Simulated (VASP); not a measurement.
# InPd (Pm-3m) in VASP: further runs

The runs below take InPd through single point, with LDA.

Everything below comes from runs of VASP 6.6.1. Logs are shortened: lines on timing, memory, paths and dates and some standing lists are left out, and cuts for length are marked.

### Step 1. The cell of the first run

It takes space group Pm-3m (No. 221, cubic). Conventional cell: a = 3.206 Å, b = 3.206 Å, c = 3.206 Å, α = 90.00°, β = 90.00°, γ = 90.00°. In (site symmetry m-3m) has 8 Pd at 2.78 Å and 6 In at 3.21 Å within 3.7 Å. Within 3.7 Å of Pd (site symmetry m-3m) lie 8 In at 2.78 Å and 6 Pd at 3.21 Å.

### Step 2. Single point, LDA (volume scaled by 0.9405)

The input, INCAR:

```
SYSTEM = InPd
  ALGO = Normal
  EDIFF = 1E-6
  ENCUT = 520
  ISIF = 2
  ISMEAR = -1
  LASPH = .True.
  LCHARG = .False.
  LREAL = .False.
  LWAVE = .False.
  NBANDS = 18
  NELM = 80
  PREC = Accurate
  SIGMA = 0.03
```

The input, KPOINTS:

```
k-points
0
Gamma
  13 13 13
  0 0 0
```

The input, POSCAR:

```
InPd
1.0
    3.2056610580      0.0000000000      0.0000000000
    0.0000000000      3.2056610580      0.0000000000
    0.0000000000      0.0000000000      3.2056610580
In Pd
1 1
Direct
    0.0000000000      0.0000000000      0.0000000000
    0.5000000000      0.5000000000      0.5000000000
```

Potentials or basis: VASP PAW LDA potentials, release 64 (In_d, Pd).

On the command line:

```
$ cat potpaw_LDA.64/In_d/POTCAR potpaw_LDA.64/Pd/POTCAR > POTCAR
$ mpirun -np 1 vasp_std > vasp.out
```

OUTCAR:

```text
SYSTEM = InPd
   EDIFF = 1E-6
   ENCUT = 520
   ISIF = 2
   ISMEAR = -1
   LASPH = .True.
   LREAL = .False.
   NELM = 80
   PREC = Accurate

 ion  position               nearest neighbor table
   1  0.000  0.000  0.000-   2 2.78   2 2.78   2 2.78   2 2.78   2 2.78   2 2.78   2 2.78   2 2.78

   2  0.500  0.500  0.500-   1 2.78   1 2.78   1 2.78   1 2.78   1 2.78   1 2.78   1 2.78   1 2.78

  LATTYP: Found a simple cubic cell.
 ALAT       =     3.2056610580

  Lattice vectors:

 A1 = (   3.2056610580,   0.0000000000,   0.0000000000)
 A2 = (   0.0000000000,   3.2056610580,   0.0000000000)
 A3 = (   0.0000000000,   0.0000000000,   3.2056610580)

Analysis of symmetry for initial positions (statically):
=====================================================================
 Subroutine PRICEL returns:
 Original cell was already a primitive cell.

 Routine SETGRP: Setting up the symmetry group for a
 simple cubic supercell.

 Subroutine GETGRP returns: Found 48 space group operations
[... 9 lines left out ...]

 Routine SETGRP: Setting up the symmetry group for a
 simple cubic supercell.

 Subroutine GETGRP returns: Found 48 space group operations
[... 11 lines left out ...]
                                     Primitive cell

  volume of cell :      32.9422

  direct lattice vectors                    reciprocal lattice vectors
     3.205661058  0.000000000  0.000000000     0.311948139  0.000000000  0.000000000
     0.000000000  3.205661058  0.000000000     0.000000000  0.311948139  0.000000000
     0.000000000  0.000000000  3.205661058     0.000000000  0.000000000  0.311948139

  length of vectors
     3.205661058  3.205661058  3.205661058     0.311948139  0.311948139  0.311948139

  position of ions in fractional coordinates (direct lattice)
     0.000000000  0.000000000  0.000000000
     0.500000000  0.500000000  0.500000000

  ion indices of the primitive-cell ions
   primitive index   ion index
                 1           1
                 2           2

----------------------------------------------------------------------------------------

 KPOINTS: k-points

Automatic generation of k-mesh.
 Grid dimensions read from file:
 generate k-points for:   13   13   13

 Generating k-lattice:

  Cartesian coordinates                     Fractional coordinates (reciprocal lattice)
     0.023996011  0.000000000  0.000000000     0.076923077  0.000000000  0.000000000
     0.000000000  0.023996011  0.000000000     0.000000000  0.076923077  0.000000000
     0.000000000  0.000000000  0.023996011     0.000000000  0.000000000  0.076923077

  Length of vectors
     0.023996011  0.023996011  0.023996011

  Shift w.r.t. Gamma in fractional coordinates (k-lattice)
     0.000000000  0.000000000  0.000000000

 Subroutine IBZKPT returns following result:
 ===========================================

 Found     84 irreducible k-points:

 Following reciprocal coordinates:
            Coordinates               Weight
  0.000000  0.000000  0.000000      1.000000
  0.076923  0.000000  0.000000      6.000000
  0.153846  0.000000  0.000000      6.000000
  0.230769  0.000000  0.000000      6.000000
  0.307692  0.000000  0.000000      6.000000
  0.384615  0.000000  0.000000      6.000000
[... 16 lines left out ...]
  0.307692  0.307692  0.000000     12.000000
  0.384615  0.307692  0.000000     24.000000
 [... further k-points ...]
   k-points           NKPTS =     84   k-points in BZ     NKDIM =     84   number of bands    NBANDS=     18
   number of dos      NEDOS =    301   number of ions     NIONS =      2
   total plane-waves  NPLWV =  13824
   dimension x,y,z NGX =    24 NGY =   24 NGZ =   24
   dimension x,y,z NGXF=    48 NGYF=   48 NGZF=   48
   ions per type =               1   1
   NGX,Y,Z   is equivalent  to a cutoff of  12.45, 12.45, 12.45 a.u.
   NGXF,Y,Z  is equivalent  to a cutoff of  24.89, 24.89, 24.89 a.u.
 SYSTEM =  InPd
   PREC   = accura    normal or accurate (medium, high low for compatibility)
   ISTART =      0    job   : 0-new  1-cont  2-samecut
   ICHARG =      2    charge: 1-file 2-atom 10-const
   ISPIN  =      1    spin polarized calculation?
   LNONCOLLINEAR =      F non collinear calculations
   LSORBIT =      F    spin-orbit coupling
   LASPH  =      T    aspherical Exc in radial PAW
   ENCUT  =  520.0 eV  38.22 Ry    6.18 a.u.   5.96  5.96  5.96*2*pi/ulx,y,z
   NELM   =     80;   NELMIN=  2; NELMDL= -5     # of ELM steps
   EDIFF  = 0.1E-05   stopping-criterion for ELM
   LREAL  =      F    real-space projection
   EDIFFG = 0.1E-04   stopping-criterion for IOM
   NSW    =      0    number of steps for IOM
   IBRION =     -1    ionic relax: 0-MD 1-quasi-New 2-CG
   NFREE  =      0    steps in history (QN), initial steepest desc. (CG)
   ISIF   =      2    stress and relaxation
   ISYM   =      2    0-nonsym 1-usesym 2-fastsym
   POTIM  = 0.5000    time-step for ionic-motion
   TEBEG  =    0.0;   TEEND  =   0.0 temperature during run
   PSTRESS=    0.0 pullay stress
   NELECT =      23.0000    total number of electrons
   NUPDOWN=      -1.0000    fix difference up-down
   EMIN   =  10.00;   EMAX   =-10.00  energy-range for DOS
   EFERMI =   0.00;   METHOD = LEGACY
   ISMEAR =    -1;   SIGMA  =   0.03  broadening in eV -4-tet -1-fermi 0-gaus
   EFERMI_NEDOS =   21; number of points for ismear=-14 and -15
   IALGO  =     38    algorithm
   IMIX   =      4    mixing-type and parameters
     AMIX     =   0.40;   BMIX     =  1.00
     AMIX_MAG =   1.60;   BMIX_MAG =  1.00
  volume/ion in A,a.u.               =      16.47       111.15
  Fermi-wavevector in a.u.,A,eV,Ry     =   1.452334  2.744513 28.698416  2.109274
  Thomas-Fermi vector in A             =   2.569728
   LORBIT       =      0    0 simple, 1 ext, 2 COOP (PROOUT), +10 PAW based schemes
   GGA     = CA    functional components
   LHFCALC =     F    Hartree Fock is set to
   AEXX    =    0.0000 exact exchange contribution
   IVDW    =     0    specifies the selected vdW correction
   LEPSILON=     F    determine dielectric tensor
   LRPA    =     F    only Hartree local field effects (RPA)
 non-spin polarized calculation
  energy-cutoff  :      520.00
  volume of cell :       32.94
 maximum number of plane-waves:       912
 NGX is ok and might be reduce to    24
   NGX = 11   NGY = 11   NGZ = 11

 number of electron      22.9999998 magnetization

 Free energy of the ion-electron system (eV)
  ---------------------------------------------------
  ext. energy  EPLUGINS =         0.00000000
  ---------------------------------------------------
  free energy    TOTEN  =       -10.79756198 eV

  energy without entropy =      -10.79506155  energy(sigma->0) =      -10.79631177

 E-fermi :  11.3038     XC(G=0): -12.8874

 val. band max:       11.2771636695   @ k =   0.3077   0.1538   0.0000
 cond. band min:      11.3244620326   @ k =   0.3846   0.3077   0.1538
 fundamental gap:      0.0472983632
 Fermi energy:        11.3038122082

 k-point     1 :       0.0000    0.0000    0.0000
  band No.  band energies     occupation
      1      -3.8376      2.00000
      2      -3.8376      2.00000
      3      -3.3446      2.00000
      4      -3.3446      2.00000
      5      -3.3446      2.00000
      6       0.5861      2.00000
[... 10 lines left out ...]
     17      22.3550      0.00000
     18      27.3750      0.00000

 k-point     2 :       0.0769    0.0000    0.0000
  band No.  band energies     occupation
      1      -3.8333      2.00000
      2      -3.8135      2.00000
      3      -3.3519      2.00000
      4      -3.3519      2.00000
      5      -3.3422      2.00000
      6       0.6852      2.00000
[... 10 lines left out ...]
     17      22.8849      0.00000
     18      27.2056      0.00000

 k-point     3 :       0.1538    0.0000    0.0000
  band No.  band energies     occupation
      1      -3.8211      2.00000
      2      -3.7468      2.00000
      3      -3.3718      2.00000
      4      -3.3718      2.00000
      5      -3.3355      2.00000
      6       0.9821      2.00000
[... 10 lines left out ...]
     17      24.6105      0.00000
     18      26.7651      0.00000

 k-point     4 :       0.2308    0.0000    0.0000
  band No.  band energies     occupation
      1      -3.8038      2.00000
      2      -3.6532      2.00000
      3      -3.3998      2.00000
      4      -3.3998      2.00000
      5      -3.3261      2.00000
      6       1.4741      2.00000
[... 10 lines left out ...]
     17      26.3249      0.00000
     18      26.9153      0.00000

 k-point     5 :       0.3077    0.0000    0.0000
  band No.  band energies     occupation
      1      -3.7854      2.00000
      2      -3.5544      2.00000
      3      -3.4293      2.00000
      4      -3.4293      2.00000
      5      -3.3159      2.00000
      6       2.1540      2.00000
[... 10 lines left out ...]
     17      25.6917      0.00000
     18      25.6936      0.00000

 k-point     6 :       0.3846    0.0000    0.0000
  band No.  band energies     occupation
      1      -3.7700      2.00000
      2      -3.4731      2.00000
      3      -3.4536      2.00000
      4      -3.4536      2.00000
      5      -3.3076      2.00000
      6       3.0040      2.00000
[... 307 lines left out ...]
 k-point    21 :       0.3846    0.2308    0.0000
  band No.  band energies     occupation
      1      -3.6758      2.00000
      2      -3.5884      2.00000
      3      -3.4734      2.00000
      4      -3.3969      2.00000
      5      -3.3580      2.00000
      6       3.6342      2.00000
[... 10 lines left out ...]
     17      24.1916      0.00000
     18      24.6325      0.00000

 k-point    22 :       0.4615    0.2308    0.0000
  band No.  band energies     occupation
      1      -3.6680      2.00000
      2      -3.6112      2.00000
      3      -3.4890      2.00000
      4      -3.3993      2.00000
      5      -3.3122      2.00000
      6       4.2948      2.00000
[... 10 lines left out ...]
     17      23.5704      0.00000
     18      23.8902      0.00000

 k-point    23 :       0.3077    0.3077    0.0000
  band No.  band energies     occupation
      1      -3.6640      2.00000
      2      -3.6080      2.00000
      3      -3.4622      2.00000
      4      -3.4254      2.00000
      5      -3.3513      2.00000
      6       3.4479      2.00000
[... 10 lines left out ...]
     17      24.2044      0.00000
     18      25.5792      0.00000

 k-point    24 :       0.3846    0.3077    0.0000
  band No.  band energies     occupation
      1      -3.6599      2.00000
      2      -3.6448      2.00000
      3      -3.4847      2.00000
      4      -3.4435      2.00000
      5      -3.2734      2.00000
      6       4.0159      2.00000
[... 10 lines left out ...]
     17      23.7046      0.00000
     18      24.8161      0.00000

 [... further k-points ...]
[... 5 lines left out ...]
  --------------------------------------------------------------------------------------
  -------------------------------------------------------------------------------------
  Total        0.3659657      0.3659657      0.3659657      0.0000000      0.0000000      0.0000000
  in kB       17.7991034     17.7991034     17.7991034      0.0000000      0.0000000      0.0000000
  external PRESSURE =      17.7991034 kB  Pullay stress =       0.0000000 kB

 VOLUME and BASIS-vectors are now :
 -----------------------------------------------------------------------------
  energy-cutoff  :      520.00
  volume of cell :       32.94
      direct lattice vectors                 reciprocal lattice vectors
     3.205661058  0.000000000  0.000000000     0.311948139  0.000000000  0.000000000
     0.000000000  3.205661058  0.000000000     0.000000000  0.311948139  0.000000000
     0.000000000  0.000000000  3.205661058     0.000000000  0.000000000  0.311948139

 POSITION                                       TOTAL-FORCE (eV/Angst)
 -----------------------------------------------------------------------------------
      0.00000      0.00000      0.00000         0.000000      0.000000      0.000000
      1.60283      1.60283      1.60283         0.000000      0.000000      0.000000
 -----------------------------------------------------------------------------------
    total drift:                                0.000000      0.000000     -0.000000

  FREE ENERGIE OF THE ION-ELECTRON SYSTEM (eV)
  ---------------------------------------------------
  free  energy   TOTEN  =       -10.7975619841 eV

  energy  without entropy=      -10.7950615463  energy(sigma->0) =      -10.79631177
```

Run time: 37 s. Hardware: 1 thread of AMD EPYC 7R43 (Zen 3), shared host; peak memory 0.13 GiB.

What came out:

* Free energy: -10.7976 eV
* Pressure: 1.8 GPa

Levels at points of the mesh, in eV from the Fermi level:
```csv
k point,band 7,band 8,band 9,band 10,band 11,band 12,band 13,band 14,band 15,band 16
"(0.00, 0.00, 0.00)",-4.19,-4.19,-2.50,-2.50,-2.50,4.15,4.15,4.15,10.01,11.05
```

Caveat: spin-orbit coupling is left out, which moves the levels of the heavy elements.

### Step 3. Single point, LDA (volume scaled by 0.97)

The input, INCAR:

```
SYSTEM = InPd
  ALGO = Normal
  EDIFF = 1E-6
  ENCUT = 520
  GGA = CA
  ISIF = 2
  ISMEAR = -1
  LASPH = .TRUE.
  LCHARG = .FALSE.
  LREAL = .FALSE.
  LWAVE = .FALSE.
  NBANDS = 18
  NELM = 80
  PREC = Accurate
  SIGMA = 0.03
```

The input, KPOINTS:

```
k-points
0
G
  13 13 13
  0 0 0
```

The input, POSCAR:

```
InPd
1.0
    3.2388331791      0.0000000000      0.0000000000
    0.0000000000      3.2388331791      0.0000000000
    0.0000000000      0.0000000000      3.2388331791
In Pd
1 1
Direct
    0.0000000000      0.0000000000      0.0000000000
    0.5000000000      0.5000000000      0.5000000000
```

Potentials or basis: VASP PAW LDA potentials, release 64 (In_d, Pd).

On the command line:

```
$ cat potpaw_LDA.64/In_d/POTCAR potpaw_LDA.64/Pd/POTCAR > POTCAR
$ mpirun -np 1 vasp_std > vasp.out
```

Wall time 43 s (1 thread of AMD EPYC 7R43 (Zen 3), shared host); peak memory 0.13 GiB.

It converged, with:

```
Free energy : -10.7946 eV
Pressure    : -2.8 GPa
```

Levels at points of the mesh, in eV from the Fermi level:
| k point | band 8 | band 9 | band 10 | band 11 | band 12 | band 13 | band 14 | band 15 |
| --- | --- | --- | --- | --- | --- | --- | --- | --- |
| (0.00, 0.00, 0.00) | -4.02 | -2.41 | -2.41 | -2.41 | 4.12 | 4.12 | 4.12 | 9.60 |

Caveat: spin-orbit coupling is left out, which moves the levels of the heavy elements.
